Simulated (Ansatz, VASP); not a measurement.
Al2O3 in VASP and in Ansatz

```
Al O
1.0
     3.25888    0.00000    0.00000
    -1.62944    2.82227    0.00000
     0.00000    0.00000    7.57464
Al O
2 3
Cartesian
  0.0000 0.0000 2.1054
  0.0000 0.0000 5.4693
  0.0000 1.8815 1.5108
  1.6294 0.9408 6.0638
  0.0000 0.0000 3.7873
```

Change from the starting cell: strain +0.080 along x and y, +0.000 along z, atoms carried along.

Alike in both runs: task single point; functional LDA; k mesh 12 × 12 × 4; occupations gaussian, width 0.05 eV; no spin polarisation.

|  | VASP | Ansatz |
| --- | --- | --- |
| version | VASP 6.6.1 | Ansatz 0.2.0 |
| potentials or method | VASP PAW LDA potentials, release 64 (Al, O), cutoff 520 eV | scalar-relativistic, plane waves, PAW |
| valence electrons in the cell | 24 | 24 |

VASP gave:

```
gap on the k mesh at the Fermi level (eV)                     : 1.87
least direct gap on the mesh (eV)                             : 1.87
pressure (GPa)                                                : -21.6
traceless stress, the component that is largest in VASP (GPa) : 13.78
rms of the force components (eV/Å)                            : 0.497
```

Question: Which values does Ansatz return?

Answer: gap on the k mesh at the Fermi level (eV): 1.89; least direct gap on the mesh (eV): 1.89; pressure (GPa): -22.0; traceless stress, the component that is largest in VASP (GPa): 13.18; rms of the force components (eV/Å): 0.479.

LDA's correlation is that of Perdew and Zunger in VASP and of Perdew and Wang (1992) in Ansatz. Atom by atom the forces differ by 0.047 eV/Å (rms over components).
